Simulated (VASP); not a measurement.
# BP (P6_3/mmc) in VASP: a series of runs

Aim: see how the results for BP move with the level of theory and the settings. Levels: PBE, HSE06, PBE-based screened hybrid. Tasks: single point.

Program: VASP 6.6.1. These are calculated values, not measurements. Logs are shortened: lines on timing, memory, paths and dates and some standing lists are left out, and cuts for length are marked.

## (1) The cell of the first run

The structure is hexagonal, space group P6_3/mmc (No. 194). Conventional cell: a = 3.204 Å, b = 3.204 Å, c = 8.467 Å, α = 90.00°, β = 90.00°, γ = 120.00°. B (site symmetry -6m2) has 3 P at 1.85 Å within 2.5 Å. P (site symmetry -6m2) has 3 B at 1.85 Å within 2.5 Å.

## (2) Single point, PBE

Contents of INCAR:

```
PREC = Accurate ; ENCUT = 520
EDIFF = 1E-6 ; ISMEAR = 0
SIGMA = 0.01 ; LREAL = False
LASPH = True ; NELM = 60
ALGO = Normal ; ISIF = 2
LWAVE = False ; LCHARG = False
GGA = PE ; NBANDS = 16
```

Contents of KPOINTS:

```
regular mesh
0
Gamma
  6 6 2
```

Contents of POSCAR:

```
BP
1.0
    3.2039351186      0.0000000000      0.0000000000
   -1.6019675593      2.7746892048      0.0000000000
    0.0000000000      0.0000000000      8.4666228416
B P
2 2
Direct
    0.3333333333      0.6666666667      0.2500000000
    0.6666666667      0.3333333333      0.7500000000
    0.6666666667      0.3333333333      0.2500000000
    0.3333333333      0.6666666667      0.7500000000
```

Potentials or basis: VASP PAW PBE potentials, release 64 (B, P).

Started as:

```console
$ cat potpaw_PBE.64/B/POTCAR potpaw_PBE.64/P/POTCAR > POTCAR
$ mpirun -np 1 vasp_std > vasp.out
```

OUTCAR:

```text
PREC = Accurate
   ENCUT = 520
   EDIFF = 1E-6
   ISMEAR = 0
   LREAL = False
   LASPH = True
   NELM = 60
   ISIF = 2
   GGA = PE

 ion  position               nearest neighbor table
   1  0.333  0.667  0.250-   3 1.85   3 1.85   3 1.85
   2  0.667  0.333  0.750-   4 1.85   4 1.85   4 1.85
   3  0.667  0.333  0.250-   1 1.85   1 1.85   1 1.85
   4  0.333  0.667  0.750-   2 1.85   2 1.85   2 1.85

  LATTYP: Found a hexagonal cell.
 ALAT       =     3.2039351186
 C/A-ratio  =     2.6425700048

  Lattice vectors:

 A1 = (   3.2039351186,   0.0000000000,   0.0000000000)
 A2 = (  -1.6019675593,   2.7746892048,   0.0000000000)
 A3 = (   0.0000000000,   0.0000000000,   8.4666228416)

Analysis of symmetry for initial positions (statically):
=====================================================================
 Subroutine PRICEL returns:
 Original cell was already a primitive cell.

 Routine SETGRP: Setting up the symmetry group for a
 hexagonal supercell.

 Subroutine GETGRP returns: Found 24 space group operations
 (whereof 12 operations were pure point group operations)
 out of a pool of 24 trial point group operations.

The static configuration has the point symmetry D_3d.
 The point group associated with its full space group is D_6h.

Analysis of symmetry for dynamics (positions and initial velocities):
=====================================================================
 Subroutine PRICEL returns:
 Original cell was already a primitive cell.

 Routine SETGRP: Setting up the symmetry group for a
 hexagonal supercell.

 Subroutine GETGRP returns: Found 24 space group operations
 (whereof 12 operations were pure point group operations)
 out of a pool of 24 trial point group operations.

The dynamic configuration has the point symmetry D_3d.
 The point group associated with its full space group is D_6h.

 Subroutine INISYM returns: Found 24 space group operations
 (whereof 12 operations are pure point group operations),
 and found     1 'primitive' translations

----------------------------------------------------------------------------------------

                                     Primitive cell

  volume of cell :      75.2676

  direct lattice vectors                    reciprocal lattice vectors
     3.203935119  0.000000000  0.000000000     0.312116183  0.180200362  0.000000000
    -1.601967559  2.774689205  0.000000000     0.000000000  0.360400725  0.000000000
[... 81 lines left out ...]
   NSW    =      0    number of steps for IOM
   IBRION =     -1    ionic relax: 0-MD 1-quasi-New 2-CG
   NFREE  =      0    steps in history (QN), initial steepest desc. (CG)
   ISIF   =      2    stress and relaxation
   ISYM   =      2    0-nonsym 1-usesym 2-fastsym
   POTIM  = 0.5000    time-step for ionic-motion
   TEBEG  =    0.0;   TEEND  =   0.0 temperature during run
   PSTRESS=    0.0 pullay stress
   NELECT =      16.0000    total number of electrons
   NUPDOWN=      -1.0000    fix difference up-down
   EMIN   =  10.00;   EMAX   =-10.00  energy-range for DOS
   EFERMI =   0.00;   METHOD = LEGACY
   ISMEAR =     0;   SIGMA  =   0.01  broadening in eV -4-tet -1-fermi 0-gaus
   EFERMI_NEDOS =   21; number of points for ismear=-14 and -15
   IALGO  =     38    algorithm
   IMIX   =      4    mixing-type and parameters
     AMIX     =   0.40;   BMIX     =  1.00
     AMIX_MAG =   1.60;   BMIX_MAG =  1.00
  volume/ion in A,a.u.               =      18.82       126.98
  Fermi-wavevector in a.u.,A,eV,Ry     =   0.977039  1.846337 12.988202  0.954606
  Thomas-Fermi vector in A             =   2.107706
   LORBIT       =      0    0 simple, 1 ext, 2 COOP (PROOUT), +10 PAW based schemes
   GGA     = PE    functional components
   LHFCALC =     F    Hartree Fock is set to
   AEXX    =    0.0000 exact exchange contribution
   IVDW    =     0    specifies the selected vdW correction
   LEPSILON=     F    determine dielectric tensor
   LRPA    =     F    only Hartree local field effects (RPA)
 non-spin polarized calculation
 Gauss-broadening in eV      SIGMA  =   0.01
  energy-cutoff  :      520.00
  volume of cell :       75.27
 maximum number of plane-waves:      2058
 NGX is ok and might be reduce to    24
   NGX = 11   NGY = 11   NGZ = 31

 number of electron      16.0000001 magnetization

 Free energy of the ion-electron system (eV)
  ---------------------------------------------------
  ext. energy  EPLUGINS =         0.00000000
  ---------------------------------------------------
  free energy    TOTEN  =       -24.31429251 eV

  energy without entropy =      -24.31429251  energy(sigma->0) =      -24.31429251

 E-fermi :   2.5318     XC(G=0):  -8.3301

 val. band max:        2.4800202401   @ k =   0.3333   0.3333   0.5000
 cond. band min:       3.3529168031   @ k =   0.3333   0.3333   0.5000
 fundamental gap:      0.8728965629
 Fermi energy:         2.5318107589

 k-point     1 :       0.0000    0.0000    0.0000
  band No.  band energies     occupation
      1     -11.2832      2.00000
      2     -11.1577      2.00000
      3      -2.2432      2.00000
      4      -1.0444      2.00000
      5       0.8412      2.00000
      6       0.8412      2.00000
[... 243 lines left out ...]
      3      -5.4235      2.00000
      4      -5.4235      2.00000
      5      -3.7910      2.00000
      6      -3.7910      2.00000
[... 8 lines left out ...]
     15      11.3124      0.00000
     16      11.3124      0.00000

------------------------ aborting loop because EDIFF is reached ----------------------------------------

  FORCE on cell =-STRESS in cart. coord.  units (eV):
  Direction    XX          YY          ZZ          XY          YZ          ZX
  --------------------------------------------------------------------------------------
  -------------------------------------------------------------------------------------
  Total        0.5800333      0.5800333      0.2647364      0.0000000      0.0000000     -0.0000000
  in kB       12.3468238     12.3468238      5.6352857      0.0000000      0.0000000     -0.0000000
  external PRESSURE =      10.1096444 kB  Pullay stress =       0.0000000 kB

 VOLUME and BASIS-vectors are now :
 -----------------------------------------------------------------------------
  energy-cutoff  :      520.00
  volume of cell :       75.27
      direct lattice vectors                 reciprocal lattice vectors
     3.203935119  0.000000000  0.000000000     0.312116183  0.180200362  0.000000000
    -1.601967559  2.774689205  0.000000000     0.000000000  0.360400725  0.000000000
     0.000000000  0.000000000  8.466622842     0.000000000  0.000000000  0.118110848

 POSITION                                       TOTAL-FORCE (eV/Angst)
 -----------------------------------------------------------------------------------
     -0.00000      1.84979      2.11666         0.000000      0.000000      0.000000
      1.60197      0.92490      6.34997         0.000000      0.000000      0.000000
      1.60197      0.92490      2.11666        -0.000000      0.000000      0.000000
     -0.00000      1.84979      6.34997        -0.000000     -0.000000      0.000000
 -----------------------------------------------------------------------------------
    total drift:                                0.000000     -0.000000      0.000000

  FREE ENERGIE OF THE ION-ELECTRON SYSTEM (eV)
  ---------------------------------------------------
  free  energy   TOTEN  =       -24.3142925135 eV

  energy  without entropy=      -24.3142925135  energy(sigma->0) =      -24.31429251
```

OSZICAR:

```text
N       E                     dE             d eps       ncg     rms          rms(c)
DAV:   1     0.468738686067E+02    0.46874E+02   -0.63030E+03   448   0.823E+02
DAV:   2    -0.225294144266E+02   -0.69403E+02   -0.63054E+02   592   0.155E+02
DAV:   3    -0.259359732945E+02   -0.34066E+01   -0.33850E+01   600   0.348E+01
DAV:   4    -0.259796406056E+02   -0.43667E-01   -0.43632E-01   568   0.449E+00
DAV:   5    -0.259807479163E+02   -0.11073E-02   -0.11070E-02   600   0.710E-01    0.102E+01
DAV:   6    -0.245774458344E+02    0.14033E+01   -0.15731E+00   536   0.743E+00    0.573E+00
DAV:   7    -0.243307092851E+02    0.24674E+00   -0.53111E-01   584   0.379E+00    0.183E+00
DAV:   8    -0.243108895778E+02    0.19820E-01   -0.76662E-02   536   0.144E+00    0.405E-01
DAV:   9    -0.243130219421E+02   -0.21324E-02   -0.37379E-03   544   0.332E-01    0.207E-01
DAV:  10    -0.243141743768E+02   -0.11524E-02   -0.11492E-03   488   0.193E-01    0.732E-02
DAV:  11    -0.243142495249E+02   -0.75148E-04   -0.52840E-05   592   0.407E-02    0.606E-02
DAV:  12    -0.243142933468E+02   -0.43822E-04   -0.87670E-05   480   0.480E-02    0.377E-02
DAV:  13    -0.243142921577E+02    0.11891E-05   -0.17512E-06   568   0.774E-03    0.214E-02
DAV:  14    -0.243142925135E+02   -0.35576E-06   -0.18465E-06   464   0.775E-03
   1 F= -.24314293E+02 E0= -.24314293E+02  d E =-.703485E-15
```

stdout:

```text
POSCAR found type information on POSCAR B P
 POSCAR found :  2 types and       4 ions
 scaLAPACK will be used
 LDA part: xc-table for (Slater+PW92), standard interpolation
 POSCAR, INCAR and KPOINTS ok, starting setup
 FFT: planning ... GRIDC
 FFT: planning ... GRID_SOFT
 FFT: planning ... GRID
 WAVECAR not read
 entering main loop
```

It took 11 s on 1 thread of AMD EPYC 7R13 (Zen 3), shared host; peak memory 0.15 GiB.

Results:

| Item | Value |
| --- | --- |
| Free energy | -24.3143 eV |
| Pressure | 1.0 GPa |
| Band gap on the k mesh | 0.87 eV, direct |

Caveat: this functional lacks dispersion, which binds the layers, so the pressure and a relaxed spacing across them are unreliable. A k mesh can miss the band edges.

## (3) Single point, HSE06

POSCAR is that of step 2.

Contents of INCAR.step1:

```
SYSTEM = BP
PREC = Accurate
ENCUT = 520
EDIFF = 1E-5
ISMEAR = 0
SIGMA = 0.01
LREAL = .FALSE.
LASPH = .TRUE.
NELM = 100
ALGO = Normal
ISIF = 2
LWAVE = .TRUE.
LCHARG = .FALSE.
GGA = PE
NBANDS = 16
```

Contents of INCAR.step2:

```
SYSTEM = BP
PREC = Accurate
ENCUT = 520
EDIFF = 1E-6
ISMEAR = 0
SIGMA = 0.01
LREAL = .FALSE.
LASPH = .TRUE.
NELM = 100
ALGO = Normal
ISIF = 2
LWAVE = .FALSE.
LCHARG = .FALSE.
GGA = PE
LHFCALC = .TRUE.
HFSCREEN = 0.2079
PRECFOCK = Normal
ISTART = 1
NBANDS = 16
```

Contents of KPOINTS:

```
regular mesh
0
G
  6 6 2
  0 0 0
```

Potentials or basis: VASP PAW PBE potentials, release 64 (B, P).

Started as:

```console
$ cat potpaw_PBE.64/B/POTCAR potpaw_PBE.64/P/POTCAR > POTCAR
$ cp INCAR.step1 INCAR
$ mpirun -np 1 vasp_std > vasp.out
$ cp INCAR.step2 INCAR
$ mpirun -np 1 vasp_std > vasp.out
```

It took 8.3 min on 1 thread of AMD EPYC 7R13 (Zen 3), shared host; peak memory 0.26 GiB.

It converged, with:

```
Free energy            : -27.8868 eV
Pressure               : -0.5 GPa
Band gap on the k mesh : 1.33 eV, direct
```

Stress tensor (GPa, compression positive):
```
-1.02  0.00  0.00
 0.00 -1.02  0.00
 0.00  0.00  0.41
```

Levels at points of the mesh, in eV from the valence-band top:
```csv
k point,band 6,band 7,band 8,band 9,band 10,band 11
"(0.00, 0.00, 0.00)",-2.06,-2.03,-2.03,3.91,5.54,5.54
"(0.50, 0.00, 0.00)",-4.20,-1.67,-0.68,1.44,2.64,3.52
"(0.00, 0.00, 0.50)",-2.04,-2.04,-2.04,5.57,5.57,5.57
"(0.50, 0.00, 0.50)",-4.22,-1.21,-1.21,1.94,1.94,3.61
```

Caveat: the PAW data sets were made with another functional, which shifts forces and pressure a little; this functional lacks dispersion, which binds the layers, so the pressure and a relaxed spacing across them are unreliable. A k mesh can miss the band edges.

## (4) Single point, PBE-based screened hybrid

POSCAR is that of step 3.

Contents of INCAR.step1:

```
PREC = Accurate
ENCUT = 520
EDIFF = 1E-5
ISMEAR = 0
SIGMA = 0.01
LREAL = False
LASPH = True
NELM = 100
ALGO = Normal
ISIF = 2
LWAVE = True
NBANDS = 16
GGA = PE
```

Contents of INCAR.step2:

```
PREC = Accurate
ENCUT = 520
EDIFF = 1E-7
ISMEAR = 0
SIGMA = 0.01
LREAL = False
LASPH = True
NELM = 100
ALGO = Normal
ISIF = 2
LWAVE = False
LCHARG = True
GGA = PE
LHFCALC = True
AEXX = 0.05
HFSCREEN = 0.3
PRECFOCK = Normal
LELF = True
LVHAR = True
NBANDS = 16
ISTART = 1
```

Contents of KPOINTS:

```
Automatic mesh
0
Gamma
  6 6 2
```

Started as:

```console
$ cat potpaw_PBE.64/B/POTCAR potpaw_PBE.64/P/POTCAR > POTCAR
$ cp INCAR.step1 INCAR
$ mpirun -np 1 vasp_std > vasp.out
$ cp INCAR.step2 INCAR
$ mpirun -np 1 vasp_std > vasp.out
```

It took 6.8 min on 1 thread of AMD EPYC 7R13 (Zen 3), shared host; peak memory 0.27 GiB.

Results (log left out):

```yaml
Free_energy: -24.8863 eV
Pressure: 0.7 GPa
Band_gap_on_the_k_mesh: 0.94 eV, direct
```

Stress tensor (GPa, compression positive):
```
0.79 0.00 0.00
0.00 0.79 0.00
0.00 0.00 0.53
```

Levels at points of the mesh, in eV from the valence-band top:
```csv
k point,band 6,band 7,band 8,band 9,band 10,band 11
"(0.00, 0.00, 0.00)",-1.71,-1.68,-1.68,3.48,4.81,4.81
"(0.50, 0.00, 0.00)",-3.71,-1.52,-0.61,1.04,2.15,2.91
"(0.00, 0.00, 0.50)",-1.70,-1.70,-1.70,4.84,4.84,4.84
"(0.50, 0.00, 0.50)",-3.73,-1.09,-1.09,1.51,1.51,3.00
```

Caveat: the PAW data sets were made with another functional, which shifts forces and pressure a little. A k mesh can miss the band edges.

## (5) The runs side by side

```tsv
level	grid for exact exchange (PRECFOCK)	screening parameter	share of exact exchange	gap on the mesh (eV)	pressure (GPa)
PBE	-	-	-	0.87	1.0
HSE06	Normal	0.2079 1/Å	-	1.33	-0.5
PBE-based screened hybrid	Normal	0.3 1/Å	0.05	0.94	0.7
```

Alike in all rows: task single point; potentials or basis VASP PAW PBE potentials, release 64 (B, P); no spin polarisation; cell as given; k mesh 6 × 6 × 2; cutoff (eV) 520; smearing gaussian 0.01 eV.

On the cell as given the gap runs from 0.87 eV (PBE) to 1.33 eV (HSE06). The pressure there spans -0.5 GPa (HSE06) to 1.0 GPa (PBE); a positive pressure means that this level wants a larger cell, a negative one a smaller.

Caveats: this functional lacks dispersion, which binds the layers, so the pressure and a relaxed spacing across them are unreliable (some runs); the PAW data sets were made with another functional, which shifts forces and pressure a little (some runs).

Total energies depend on the potentials used, so only differences within one code and one set of settings carry meaning.
